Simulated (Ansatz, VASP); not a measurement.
# BaS: VASP beside Ansatz

```
Ba S
1.0
     3.94130   -2.27517   -0.11555
     3.94130    2.27517   -0.11555
    -2.52388    0.00000    3.78652
Ba S
1 1
Direct
  0.00163 0.99837 0.00000
  0.49837 0.50163 0.50000
```

Alike in both runs: functional PBE; k mesh 6 × 6 × 4; occupations gaussian, width 0.1 eV; no spin polarisation.

Ansatz relaxed the structure, and its values are those at the end. VASP's run is a single point on that final structure, the one shown.

```csv
,VASP,Ansatz
version,VASP 6.6.1,Ansatz 0.2.0
potentials or method,"VASP PAW PBE potentials, release 64 (Ba_sv, S), cutoff 520 eV","scalar-relativistic, plane waves, PAW"
valence electrons in the cell,16,16
```

Ansatz gave:

| Property | Result |
| --- | --- |
| gap on the k mesh at the Fermi level (eV) | 2.23 |
| least direct gap on the mesh (eV) | 2.35 |
| pressure (GPa) | -0.1 |
| rms of the force components (eV/Å) | 0.015 |

Estimate VASP's values.

gap on the k mesh at the Fermi level (eV): 2.14; least direct gap on the mesh (eV): 2.29; pressure (GPa): 0.4; rms of the force components (eV/Å): 0.016.

The functional is the same, so the differences come from potentials, cutoffs and numerics.

The k mesh is coarse, so the values compare programs but aren't converged. Spin-orbit coupling is off throughout.
